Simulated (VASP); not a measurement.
# Be3Br2 (R-3c) in VASP: a series of runs

The runs below take Be3Br2 through single point, relaxation of cell and atoms, with PBE.

All numbers are computed with VASP 6.6.1; they aren't measurements. Logs are shortened: lines on timing, memory, paths and dates and some standing lists are left out, and cuts for length are marked.

## (1) The cell of the first run

Symmetry: R-3c, No. 167, trigonal system. Conventional cell: a = 5.963 Å, b = 5.963 Å, c = 16.279 Å, α = 90.00°, β = 90.00°, γ = 120.00°. Within 3.6 Å of Be (site symmetry 2) lie 4 Br at 2.32 to 2.47 Å and 12 Be at 3.16 to 3.59 Å. Br (site symmetry 3) has 6 Be at 2.32 to 2.47 Å within 3.1 Å.

## (2) Single point, PBE

INCAR reads:

```
SYSTEM = Be3Br2
ALGO = Normal
EDIFF = 1E-7
ENCUT = 520
GGA = PE
ISIF = 2
ISMEAR = 0
LASPH = .TRUE.
LCHARG = .FALSE.
LREAL = .FALSE.
LWAVE = .FALSE.
NBANDS = 31
NELM = 80
PREC = Accurate
SIGMA = 0.1
```

KPOINTS reads:

```
k-points
0
G
  6 6 6
  0 0 0
```

POSCAR reads:

```
Be3Br2
1.0
    2.9812713038      1.7212377897      5.4263614722
   -2.9812713038      1.7212377897      5.4263614722
    0.0000000000     -3.4424755796      5.4263614722
Be Br
6 4
Direct
    0.0562500000      0.4437500000      0.7500000000
    0.7500000000      0.0562500000      0.4437500000
    0.4437500000      0.7500000000      0.0562500000
    0.9437500000      0.5562500000      0.2500000000
    0.2500000000      0.9437500000      0.5562500000
    0.5562500000      0.2500000000      0.9437500000
    0.8521800000      0.8521800000      0.8521800000
    0.6478200000      0.6478200000      0.6478200000
    0.1478200000      0.1478200000      0.1478200000
    0.3521800000      0.3521800000      0.3521800000
```

Potentials or basis: VASP PAW PBE potentials, release 64 (Be, Br).

Command:

```
> cat potpaw_PBE.64/Be/POTCAR potpaw_PBE.64/Br/POTCAR > POTCAR
> mpirun -np 1 vasp_std > vasp.out
```

OUTCAR:

```text
SYSTEM = Be3Br2
   EDIFF = 1E-7
   ENCUT = 520
   GGA = PE
   ISIF = 2
   ISMEAR = 0
   LASPH = .TRUE.
   LREAL = .FALSE.
   NELM = 80
   PREC = Accurate

 ion  position               nearest neighbor table
   1  0.056  0.444  0.750-   9 2.32  10 2.32   7 2.47   8 2.47
   2  0.750  0.056  0.444-   9 2.32  10 2.32   8 2.47   7 2.47
   3  0.444  0.750  0.056-  10 2.32   9 2.32   7 2.47   8 2.47
   4  0.944  0.556  0.250-   7 2.32   8 2.32   9 2.47  10 2.47
   5  0.250  0.944  0.556-   7 2.32   8 2.32  10 2.47   9 2.47
   6  0.556  0.250  0.944-   8 2.32   7 2.32   9 2.47  10 2.47
   7  0.852  0.852  0.852-   5 2.32   6 2.32   4 2.32   3 2.47   1 2.47   2 2.47
   8  0.648  0.648  0.648-   6 2.32   5 2.32   4 2.32   2 2.47   1 2.47   3 2.47
   9  0.148  0.148  0.148-   2 2.32   3 2.32   1 2.32   6 2.47   4 2.47   5 2.47
  10  0.352  0.352  0.352-   3 2.32   2 2.32   1 2.32   5 2.47   4 2.47   6 2.47

  LATTYP: Found a trigonal (rhomboedric) cell.
 ALAT       =     6.4261992610
 COS(alpha) =     0.5695481095

  Lattice vectors:

 A1 = (   2.9812713038,   1.7212377897,   5.4263614722)
 A2 = (  -2.9812713038,   1.7212377897,   5.4263614722)
 A3 = (   0.0000000000,  -3.4424755796,   5.4263614722)

Analysis of symmetry for initial positions (statically):
=====================================================================
 Subroutine PRICEL returns:
 Original cell was already a primitive cell.

 Routine SETGRP: Setting up the symmetry group for a
 trigonal (rhombohedral) supercell.

 Subroutine GETGRP returns: Found 12 space group operations
 (whereof  6 operations were pure point group operations)
 out of a pool of 12 trial point group operations.

The static configuration has the point symmetry S_6 .
 The point group associated with its full space group is D_3d.

Analysis of symmetry for dynamics (positions and initial velocities):
=====================================================================
 Subroutine PRICEL returns:
 Original cell was already a primitive cell.

 Routine SETGRP: Setting up the symmetry group for a
 trigonal (rhombohedral) supercell.

 Subroutine GETGRP returns: Found 12 space group operations
 (whereof  6 operations were pure point group operations)
 out of a pool of 12 trial point group operations.

The dynamic configuration has the point symmetry S_6 .
 The point group associated with its full space group is D_3d.

 Subroutine INISYM returns: Found 12 space group operations
 (whereof  6 operations are pure point group operations),
 and found     1 'primitive' translations

----------------------------------------------------------------------------------------

                                     Primitive cell

  volume of cell :     167.0715

  direct lattice vectors                    reciprocal lattice vectors
     2.981271304  1.721237790  5.426361472     0.167713686  0.096829542  0.061428516
    -2.981271304  1.721237790  5.426361472    -0.167713686  0.096829542  0.061428516
     0.000000000 -3.442475580  5.426361472     0.000000000 -0.193659084  0.061428516

  length of vectors
     6.426199261  6.426199261  6.426199261     0.203168165  0.203168165  0.203168165

  position of ions in fractional coordinates (direct lattice)
     0.056250000  0.443750000  0.750000000
     0.750000000  0.056250000  0.443750000
     0.443750000  0.750000000  0.056250000
     0.943750000  0.556250000  0.250000000
     0.250000000  0.943750000  0.556250000
     0.556250000  0.250000000  0.943750000
     0.852180000  0.852180000  0.852180000
     0.647820000  0.647820000  0.647820000
     0.147820000  0.147820000  0.147820000
     0.352180000  0.352180000  0.352180000

  ion indices of the primitive-cell ions
   primitive index   ion index
                 1           1
                 2           2
                 3           3
                 4           4
                 5           5
                 6           6
                 7           7
                 8           8
                 9           9
                10          10

----------------------------------------------------------------------------------------

 KPOINTS: k-points

Automatic generation of k-mesh.
 Grid dimensions read from file:
 generate k-points for:    6    6    6

 Generating k-lattice:

  Cartesian coordinates                     Fractional coordinates (reciprocal lattice)
     0.027952281  0.016138257  0.010238086     0.166666667 -0.000000000 -0.000000000
    -0.027952281  0.016138257  0.010238086    -0.000000000  0.166666667 -0.000000000
     0.000000000 -0.032276514  0.010238086     0.000000000  0.000000000  0.166666667

  Length of vectors
     0.033861361  0.033861361  0.033861361

  Shift w.r.t. Gamma in fractional coordinates (k-lattice)
     0.000000000  0.000000000  0.000000000

 Subroutine IBZKPT returns following result:
 ===========================================

 Found     32 irreducible k-points:

 Following reciprocal coordinates:
            Coordinates               Weight
  0.000000  0.000000  0.000000      1.000000
  0.166667  0.000000 -0.000000      6.000000
  0.333333  0.000000 -0.000000      6.000000
  0.500000  0.000000 -0.000000      3.000000
  0.166667  0.166667 -0.000000      6.000000
  0.333333  0.166667 -0.000000     12.000000
[... 16 lines left out ...]
  0.500000  0.500000  0.166667      6.000000
 -0.333333  0.500000  0.166667     12.000000
 [... further k-points ...]
   k-points           NKPTS =     32   k-points in BZ     NKDIM =     32   number of bands    NBANDS=     31
   number of dos      NEDOS =    301   number of ions     NIONS =     10
   total plane-waves  NPLWV = 110592
   dimension x,y,z NGX =    48 NGY =   48 NGZ =   48
   dimension x,y,z NGXF=    96 NGYF=   96 NGZF=   96
   ions per type =               6   4
   NGX,Y,Z   is equivalent  to a cutoff of  12.42, 12.42, 12.42 a.u.
   NGXF,Y,Z  is equivalent  to a cutoff of  24.84, 24.84, 24.84 a.u.
 SYSTEM =  Be3Br2
   PREC   = accura    normal or accurate (medium, high low for compatibility)
   ISTART =      0    job   : 0-new  1-cont  2-samecut
   ICHARG =      2    charge: 1-file 2-atom 10-const
   ISPIN  =      1    spin polarized calculation?
   LNONCOLLINEAR =      F non collinear calculations
   LSORBIT =      F    spin-orbit coupling
   LASPH  =      T    aspherical Exc in radial PAW
   ENCUT  =  520.0 eV  38.22 Ry    6.18 a.u.  11.95 11.95 11.95*2*pi/ulx,y,z
   NELM   =     80;   NELMIN=  2; NELMDL= -5     # of ELM steps
   EDIFF  = 0.1E-06   stopping-criterion for ELM
   LREAL  =      F    real-space projection
   EDIFFG = 0.1E-05   stopping-criterion for IOM
   NSW    =      0    number of steps for IOM
   IBRION =     -1    ionic relax: 0-MD 1-quasi-New 2-CG
   NFREE  =      0    steps in history (QN), initial steepest desc. (CG)
   ISIF   =      2    stress and relaxation
   ISYM   =      2    0-nonsym 1-usesym 2-fastsym
   POTIM  = 0.5000    time-step for ionic-motion
   TEBEG  =    0.0;   TEEND  =   0.0 temperature during run
   PSTRESS=    0.0 pullay stress
   NELECT =      40.0000    total number of electrons
   NUPDOWN=      -1.0000    fix difference up-down
   EMIN   =  10.00;   EMAX   =-10.00  energy-range for DOS
   EFERMI =   0.00;   METHOD = LEGACY
   ISMEAR =     0;   SIGMA  =   0.10  broadening in eV -4-tet -1-fermi 0-gaus
   EFERMI_NEDOS =   21; number of points for ismear=-14 and -15
   IALGO  =     38    algorithm
   IMIX   =      4    mixing-type and parameters
     AMIX     =   0.40;   BMIX     =  1.00
     AMIX_MAG =   1.60;   BMIX_MAG =  1.00
  volume/ion in A,a.u.               =      16.71       112.75
  Fermi-wavevector in a.u.,A,eV,Ry     =   1.016547  1.920995 14.059817  1.033367
  Thomas-Fermi vector in A             =   2.149897
   LORBIT       =      0    0 simple, 1 ext, 2 COOP (PROOUT), +10 PAW based schemes
   GGA     = PE    functional components
   LHFCALC =     F    Hartree Fock is set to
   AEXX    =    0.0000 exact exchange contribution
   IVDW    =     0    specifies the selected vdW correction
   LEPSILON=     F    determine dielectric tensor
   LRPA    =     F    only Hartree local field effects (RPA)
 non-spin polarized calculation
 Gauss-broadening in eV      SIGMA  =   0.10
  energy-cutoff  :      520.00
  volume of cell :      167.07
 maximum number of plane-waves:      4520
   NGX = 23   NGY = 23   NGZ = 23

 number of electron      40.0000002 magnetization

 Free energy of the ion-electron system (eV)
  ---------------------------------------------------
  ext. energy  EPLUGINS =         0.00000000
  ---------------------------------------------------
  free energy    TOTEN  =       -16.56772115 eV

  energy without entropy =      -16.54129969  energy(sigma->0) =      -16.55451042

 E-fermi :   5.7782     XC(G=0):  -9.4943

 val. band max:        5.7668752369   @ k =   0.5000   0.3333   0.1667
 cond. band min:       5.7908113441   @ k =   0.3333   0.0000  -0.0000
 fundamental gap:      0.0239361072
 Fermi energy:         5.7782470830

 k-point     1 :       0.0000    0.0000    0.0000
  band No.  band energies     occupation
      1     -13.5524      2.00000
      2     -12.8838      2.00000
      3     -12.7088      2.00000
      4     -12.3124      2.00000
      5      -3.2726      2.00000
      6      -2.9441      2.00000
[... 23 lines left out ...]
     30       9.5537      0.00000
     31       9.5537      0.00000

 k-point     2 :       0.1667    0.0000   -0.0000
  band No.  band energies     occupation
      1     -13.4957      2.00000
      2     -12.8741      2.00000
      3     -12.7458      2.00000
      4     -12.3653      2.00000
      5      -3.2924      2.00000
      6      -2.9872      2.00000
[... 740 lines left out ...]
 k-point    24 :      -0.3333    0.5000    0.1667
  band No.  band energies     occupation
      1     -13.1273      2.00000
      2     -13.0084      2.00000
      3     -12.7460      2.00000
      4     -12.6887      2.00000
      5      -3.5284      2.00000
      6      -3.1588      2.00000
[... 23 lines left out ...]
     30       9.0386      0.00000
     31       9.2596      0.00000

 [... further k-points ...]

------------------------ aborting loop because EDIFF is reached ----------------------------------------

  FORCE on cell =-STRESS in cart. coord.  units (eV):
  Direction    XX          YY          ZZ          XY          YZ          ZX
  --------------------------------------------------------------------------------------
  -------------------------------------------------------------------------------------
  Total        6.3699101      6.3699101      9.0859480     -0.0000000     -0.0000000      0.0000000
  in kB       61.0859793     61.0859793     87.1321607     -0.0000000     -0.0000000      0.0000000
  external PRESSURE =      69.7680398 kB  Pullay stress =       0.0000000 kB

 VOLUME and BASIS-vectors are now :
 -----------------------------------------------------------------------------
  energy-cutoff  :      520.00
  volume of cell :      167.07
      direct lattice vectors                 reciprocal lattice vectors
     2.981271304  1.721237790  5.426361472     0.167713686  0.096829542  0.061428516
    -2.981271304  1.721237790  5.426361472    -0.167713686  0.096829542  0.061428516
     0.000000000 -3.442475580  5.426361472     0.000000000 -0.193659084  0.061428516

 POSITION                                       TOTAL-FORCE (eV/Angst)
 -----------------------------------------------------------------------------------
     -1.15524     -1.72124      6.78295         0.091551     -0.000000     -0.000000
      2.06826     -0.13985      6.78295        -0.045775      0.079285     -0.000000
     -0.91301      1.86109      6.78295        -0.045775     -0.079285     -0.000000
      1.15524      1.72124      9.49613        -0.091551     -0.000000     -0.000000
     -2.06826      0.13985      9.49613         0.045775     -0.079285     -0.000000
      0.91301     -1.86109      9.49613         0.045775      0.079285     -0.000000
      0.00000     -0.00000     13.87271         0.000000     -0.000000      0.443760
      0.00000     -0.00000     10.54592         0.000000      0.000000     -0.443760
      0.00000     -0.00000      2.40637         0.000000      0.000000     -0.443760
      0.00000     -0.00000      5.73317         0.000000     -0.000000      0.443760
 -----------------------------------------------------------------------------------
    total drift:                                0.000000     -0.000000     -0.000000

  FREE ENERGIE OF THE ION-ELECTRON SYSTEM (eV)
  ---------------------------------------------------
  free  energy   TOTEN  =       -16.5677211500 eV

  energy  without entropy=      -16.5412996913  energy(sigma->0) =      -16.55451042
```

Run time: 5.5 min. Hardware: 1 thread of Intel Xeon 8259CL, shared host; peak memory 0.39 GiB.

Results:

| Property | Result |
| --- | --- |
| Free energy | -16.5677 eV |
| Pressure | 7.0 GPa |
| Largest force | 0.444 eV/Å |
| Band gap on the k mesh | zero (bands 20 and 21 overlap by 0.61 eV) |

Forces on the atoms (eV/Å):
```
Be   0.092  0.000  0.000
Be  -0.046  0.079  0.000
Be  -0.046 -0.079  0.000
Be  -0.092  0.000  0.000
Be   0.046 -0.079  0.000
Be   0.046  0.079  0.000
Br   0.000  0.000  0.444
Br   0.000  0.000 -0.444
Br   0.000  0.000 -0.444
Br   0.000  0.000  0.444
```

Caveat: the cell stands under pressure.

[end of part 1 of 2]
